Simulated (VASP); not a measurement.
The system is Ta2N.

```
CELL_PARAMETERS angstrom
3.11286 0.00000 0.00000
-1.55643 2.69582 0.00000
0.00000 0.00000 4.86984
ATOMIC_POSITIONS crystal
Ta 0.33333 0.66667 0.25471
Ta 0.66667 0.33333 0.74529
N 0.00000 0.00000 0.00000
```

| Quantity | Value |
| --- | --- |
| Program | VASP 6.6.1 |
| Task | relaxation of cell and atoms |
| Functional | r2SCAN |
| Dispersion | D3(BJ) |
| Potentials or basis | VASP PAW PBE potentials, release 64 (Ta_pv, N) |
| Cutoff | 600 eV |
| k mesh | 10 × 10 × 6 |
| Occupations | fermi-dirac, width 0.05 eV |
| Spin | no spin polarisation |

At the start: pressure -7.1 GPa; volume 13.62 Å³/atom.

Problem. Where does the relaxation end?

Solution. Over 10 steps the energy falls by 11.1 meV/atom and the volume is 13.26 Å³/atom (-2.7 %); space group P-3m1 (No. 164, to 0.05 Å).

Step by step:
| step | energy change (eV) | largest force (eV/Å) | pressure (GPa) | volume (Å³) |
| --- | --- | --- | --- | --- |
| 1 | 0.0000 | 0.1809 | -7.11 | 40.87 |
| 2 | 0.1275 | 0.5620 | 22.07 | 37.39 |
| 3 | -0.0253 | 0.2915 | 0.25 | 39.83 |
| 4 | -0.0253 | 0.2937 | 0.42 | 39.81 |
| 5 | -0.0320 | 0.0082 | 0.22 | 39.75 |
| 6 | -0.0323 | 0.0943 | 0.19 | 39.74 |
| 7 | -0.0333 | 0.0130 | -0.29 | 39.81 |
| 8 | -0.0333 | 0.0201 | -0.24 | 39.80 |
| 9 | -0.0332 | 0.0217 | 0.50 | 39.70 |
| 10 | -0.0333 | 0.0075 | 0.00 | 39.77 |

Final structure:
```xyz
3
Lattice="3.0630 0.0000 0.0000 -1.5315 2.6527 0.0000 0.0000 0.0000 4.8945" Properties=species:S:1:pos:R:3 pbc="T T T"
Ta    0.0000    1.7685    1.2637
Ta    1.5315    0.8842    3.6309
N     0.0000    0.0000    0.0000
```

Caveat: the PAW data sets were made with another functional, which shifts forces and pressure a little; pairwise dispersion overbinds metals, which lowers pressure and volume.
